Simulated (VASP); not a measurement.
Here is a VASP 6.6.1 calculation.

POSCAR

```
AlN
1.0
    0.0000000000      2.2822732698      2.1839935596
    2.2822732698      0.0000000000      2.1839935596
    2.2822732698      2.2822732698      0.0000000000
Al N
1 1
Direct
    0.0000000000      0.0000000000      0.0000000000
    0.7500000000      0.7500000000      0.7500000000
```

File INCAR.step1:

```
SYSTEM = AlN
  ALGO = Normal
  EDIFF = 1E-4
  ENCUT = 520
  GGA = PE
  ISMEAR = 0
  LASPH = .True.
  LCHARG = .False.
  LREAL = .False.
  LWAVE = .True.
  NBANDS = 11
  NELM = 100
  PREC = Accurate
  SIGMA = 0.05
```

INCAR.step2

```
SYSTEM = AlN
  ALGO = Normal
  EDIFF = 1E-6
  ENCUT = 520
  ISIF = 2
  ISMEAR = 0
  ISTART = 1
  LASPH = .True.
  LCHARG = .False.
  LMIXTAU = .True.
  LREAL = .False.
  LWAVE = .False.
  METAGGA = R2SCAN
  NBANDS = 11
  NELM = 100
  PREC = Accurate
  SIGMA = 0.05
```

The input KPOINTS:

```
k-points
0
Gamma
  10 10 10
  0 0 0
```

Potentials or basis: VASP PAW PBE potentials, release 64 (Al, N).

The run is started by

```sh
$ cat potpaw_PBE.64/Al/POTCAR potpaw_PBE.64/N/POTCAR > POTCAR
$ cp INCAR.step1 INCAR
$ mpirun -np 1 vasp_std > vasp.out
$ cp INCAR.step2 INCAR
$ mpirun -np 1 vasp_std > vasp.out
```

Predict the band gap on the k mesh.

3.64 eV (least direct gap 3.97 eV).

Predict the pressure.

-16.0 GPa.

Stress tensor (GPa, compression positive):
```
-17.95   0.00   0.00
  0.00 -17.95   0.00
  0.00   0.00 -11.96
```

Caveat: the cell differs from its parent crystal (strain +0.0450 x Voigt [1, 1, 0, 0, 0, 0]); the cell stands under tension; the PAW data sets were made with another functional, which shifts forces and pressure a little. A k mesh can miss the band edges.
